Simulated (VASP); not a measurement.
Crystal: HfO2.

```
Hf O
1.0
     0.00000    2.55750    2.55750
     2.55750    0.00000    2.55750
     2.55750    2.55750    0.00000
Hf O
1 2
Direct
  0.00000 0.00000 0.00000
  0.25000 0.25000 0.25000
  0.75000 0.75000 0.75000
```

```yaml
Program: VASP 6.6.1
Task: relaxation of cell and atoms
Functional: PBE
Dispersion: D4
Potentials_or_basis: VASP PAW PBE potentials, release 64 (Hf_pv, O)
Cutoff: 600 eV
k_mesh: 6 × 6 × 6
Occupations: gaussian, width 0.01 eV
Spin: no spin polarisation
```

At the start: pressure -9.4 GPa; volume 11.15 Å³/atom.

**Question.** How do energy, volume and symmetry change on relaxing?

**Answer.** Over 3 steps the energy falls by 13.2 meV/atom and the volume is 10.72 Å³/atom (-3.8 %); space group Fm-3m (No. 225, to 0.1 Å) before and after.

Step by step:
| step | energy change (eV) | largest force (eV/Å) | pressure (GPa) | volume (Å³) |
| --- | --- | --- | --- | --- |
| 1 | 0.0000 | 0.0000 | -9.40 | 33.46 |
| 2 | 0.0471 | 0.0000 | 16.52 | 30.39 |
| 3 | -0.0396 | 0.0000 | -0.11 | 32.17 |

Final structure:
```yaml
crystal:
  lattice:
    - [0.00000, 2.52437, 2.52437]
    - [2.52437, 0.00000, 2.52437]
    - [2.52437, 2.52437, 0.00000]
  atoms:
    - { symbol: Hf, position: [0.00000, 0.00000, 0.00000] }
    - { symbol: O, position: [0.25000, 0.25000, 0.25000] }
    - { symbol: O, position: [0.75000, 0.75000, 0.75000] }
```
